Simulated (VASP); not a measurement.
Runs of VASP 6.6.1 on Bi. The structure is that of space group Pm-3m (No. 221), or close to it. The cells are those of the table. This isn't the form of Bi at room conditions, which is rhombohedral.

| cell | gap on the mesh (eV) | pressure (GPa) |
| --- | --- | --- |
| a = 3.110 Å, 1 atom | none | 5.9 |
| a = 2.571 Å, 1 atom | none | (b) |
| a = 2.697 Å, 1 atom | none | 95.6 |
| a = 2.450 Å, 1 atom | none | 290.3 |
| a = 3.197 Å, 1 atom | none | 0.1 |
| a = 2.918 Å, 1 atom | none | (a) |

Alike in all rows: task single point; level LDA; potentials or basis VASP PAW LDA potentials, release 64 (Bi_d); no spin polarisation; k mesh 12 × 12 × 12; smearing fermi-dirac 0.05 eV.

Estimate the missing entries.

(a) 29.6; (b) 170.3.

Caveats: spin-orbit coupling is left out, which moves the levels of the heavy elements; the cell stands under pressure (at least some runs).

A k mesh can miss the band edges, and the runs leave out spin-orbit coupling on Bi.

A gap of «none» marks levels without a gap at the run's occupations.
